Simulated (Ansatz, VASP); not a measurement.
ZnAu in VASP and in Ansatz

```
Zn Au
1.0
     3.05989    0.00000    0.00000
     0.00000    3.10710    0.00000
     0.00000    0.00000    3.05989
Zn Au
1 1
Direct
  0.50000 0.54766 0.50000
  0.00000 0.95234 0.00000
```

Alike in both runs: task single point; functional PBE; k mesh 12 × 12 × 12; occupations gaussian, width 0.1 eV; no spin polarisation.

|  | VASP | Ansatz |
| --- | --- | --- |
| version | VASP 6.6.1 | Ansatz 0.2.0 |
| potentials or method | VASP PAW PBE potentials, release 64 (Zn, Au), cutoff 520 eV | scalar-relativistic, plane waves, PAW |
| valence electrons in the cell | 23 | 31 |

```tsv
	VASP	Ansatz	Ansatz less VASP
gap on the k mesh at the Fermi level (eV)	none	none	-
pressure (GPa)	22.8	22.7	-0.13
traceless stress, the component that is largest in VASP (GPa)	-4.95	-4.91	+0.041
rms of the force components (eV/Å)	0.976	0.961	-0.0147
```

Atom by atom the forces differ by 0.015 eV/Å (rms over components). A gap of «none» marks a metal or a gap that the smearing closes. VASP's potentials hold 23 valence electrons a cell and Ansatz's 31, so a difference there can come from the potentials and not from the codes.

Spin-orbit coupling is off throughout.
